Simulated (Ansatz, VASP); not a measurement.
## InSe in VASP and in Ansatz

File INCAR:

```
  PREC = Accurate
  ENCUT = 520
  EDIFF = 1E-6
  ISMEAR = -1
  SIGMA = 0.01
  LREAL = False
  LASPH = True
  NELM = 60
  ALGO = Normal
  ISIF = 2
  LWAVE = False
  LCHARG = True
  GGA = PE
  LELF = True
  LVHAR = True
  NBANDS = 27
```

Contents of KPOINTS:

```
regular mesh
0
Gamma
  7 7 7
```

Contents of POSCAR:

```
InSe
1.0
    1.9999996503      1.1547003365      8.0671699000
   -1.9999996503      1.1547003365      8.0671699000
    0.0000000000     -2.3094006730      8.0671699000
In Se
2 2
Direct
    0.0000000000      0.0000000000      0.0000000000
    0.1122000000      0.1122000000      0.1122000000
    0.6155000000      0.6155000000      0.6155000000
    0.8300000000      0.8300000000      0.8300000000
```

Input for Ansatz:

```yaml
crystal:
  lattice:
    - [1.9999996503, 1.1547003365, 8.0671699]
    - [-1.9999996503, 1.1547003365, 8.0671699]
    - [0.0, -2.309400673, 8.0671699]
  atoms:
    - { symbol: In, position: [0.0, 0.0, 0.0] }
    - { symbol: In, position: [0.1122, 0.1122, 0.1122] }
    - { symbol: Se, position: [0.6155, 0.6155, 0.6155] }
    - { symbol: Se, position: [0.83, 0.83, 0.83] }
kpoints:
  mp_grid: { grid: [7, 7, 7] }
  band_path:
    path:
      - [0.0, 0.0, 0.0]
      - [-0.5, -0.5, -0.5]
      - [-0.5, -0.1803252268, -0.8196747732]
      - [-0.1803252268, 0.1803252268, -0.5]
      - [0.0, 0.0, -0.5]
      - [0.0, 0.0, 0.0]
      - [0.0, 0.3401626134, -0.3401626134]
      - [-0.3401626134, 0.0, -0.6598373866]
      - [-0.5, 0.0, -0.5]
    npoints: 5
scf:
  occupations: { method: fermi_dirac, width: 0.01 }
hamiltonian:
  xc: pbe
  pseudopotentials: { kind: all_electron, lapw: { basis_error: 0.001 } }
output:
  forces: true
  stress: true
  eigenvalues: true
```

Change from the starting cell: zz strain of -3 %.

Alike in both runs: task single point; functional PBE; k mesh 7 × 7 × 7; occupations fermi-dirac, width 0.01 eV; no spin polarisation.

```csv
,VASP,Ansatz
version,VASP 6.6.1,Ansatz 0.2.0
potentials or method,"VASP PAW PBE potentials, release 64 (In_d, Se), cutoff 520 eV","all-electron LAPW, scalar-relativistic"
```

```tsv
	VASP	Ansatz	Ansatz less VASP
gap on the k mesh at the Fermi level (eV)	0.70	0.71	+0.009
pressure (GPa)	4.8	4.7	-0.04
traceless stress, the component that is largest in VASP (GPa)	0.94	0.94	+0.007
rms of the force components (eV/Å)	0.167	0.160	-0.0066
```

Atom by atom the forces differ by 0.009 eV/Å (rms over components). Ansatz ran all-electron here, and VASP with PAW potentials.
